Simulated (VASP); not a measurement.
The system is SnO.

```
Sn O
1.0
     3.86388    0.00000    0.00000
     0.00000    3.86388    0.00000
     0.00000    0.00000    4.95122
Sn O
2 2
Cartesian
  1.9319 0.0000 3.7858
  0.0000 1.9319 1.1654
  0.0000 0.0000 0.0000
  1.9319 1.9319 0.0000
```

Base run:

* Program: VASP 6.6.1
* Functional: SVWN5
* Potentials or basis: VASP PAW PBE potentials, release 64 (Sn_d, O)
* Cutoff: 520 eV
* k mesh: 7 × 7 × 6
* Occupations: fermi-dirac, width 0.05 eV
* Spin: no spin polarisation

Its results: band gap on the k mesh 0.59 eV, indirect (least direct gap 1.98 eV); pressure -6.3 GPa; largest force 0.660 eV/Å.

Question: The run is repeated on the same cell with these changes: functional from SVWN5 to PBE; dispersion from none to D3(BJ). What comes out?

Answer: Band gap on the k mesh 0.52 eV, indirect (least direct gap 1.99 eV); pressure -1.7 GPa; largest force 0.060 eV/Å.

Several settings changed at once, so the effect can't be laid on one alone.

Caveats: spin-orbit coupling is left out, which moves the levels of the heavy elements; the PAW data sets were made with another functional, which shifts forces and pressure a little (some runs).

A k mesh can miss the band edges.
